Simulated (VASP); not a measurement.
Input of a VASP 6.6.1 run:

The input INCAR:

```
SYSTEM = Si16Ge
  ALGO = Normal
  EDIFF = 1E-7
  ENCUT = 520
  GGA = PE
  ISIF = 2
  ISMEAR = -1
  IVDW = 12
  LASPH = .TRUE.
  LCHARG = .FALSE.
  LREAL = Auto
  LWAVE = .FALSE.
  NBANDS = 53
  NELM = 80
  PREC = Accurate
  SIGMA = 0.05
```

The input KPOINTS:

```
k-points
0
G
  2 2 2
  0 0 0
```

The input POSCAR:

```
Si16Ge
1.0
    0.0000000000      5.4300000000      5.4300000000
    5.4300000000      0.0000000000      5.4300000000
    5.4300000000      5.4300000000      0.0000000000
Si Ge
16 1
Direct
    0.0042880595     -0.0040834367     -0.0050259234
    0.1362930171      0.1216827565      0.1204444855
    0.0043306391     -0.0039234017      0.5035987123
    0.1243508542      0.1270956285      0.6237706353
    0.0042840686      0.5049309444     -0.0050338997
    0.1242121450      0.6247322257      0.1264207087
   -0.0000597480      0.5002724517      0.4995819482
    0.1243398254      0.6248661643      0.6237645667
    0.4998558063      0.0007055317     -0.0011224202
    0.6210288275      0.1215939257      0.1203934151
    0.4955578488     -0.0040005869      0.5035978556
    0.6212006825      0.1217847549      0.6353321366
    0.4953941093      0.5049033392     -0.0050853957
    0.6210144236      0.6371262065      0.1203847788
    0.4955452156      0.5049531823      0.5035988785
    0.6267711017      0.6248004165      0.6237240263
    0.7498530238      0.2507295975      0.2488370915
```

Potentials or basis: VASP PAW PBE potentials, release 64 (Si, Ge_d).

Launch:

```bash
$ cat potpaw_PBE.64/Si/POTCAR potpaw_PBE.64/Ge_d/POTCAR > POTCAR
$ mpirun -np 1 vasp_std > vasp.out
```

(1) Estimate the dispersion energy per atom.

(2) What does it give for the band gap on the k mesh?

Answers

(1) -0.333 eV.

(2) zero (bands 39 and 40 overlap by 0.31 eV).

Caveat: the k points lie up to 0.50 Å⁻¹ apart.
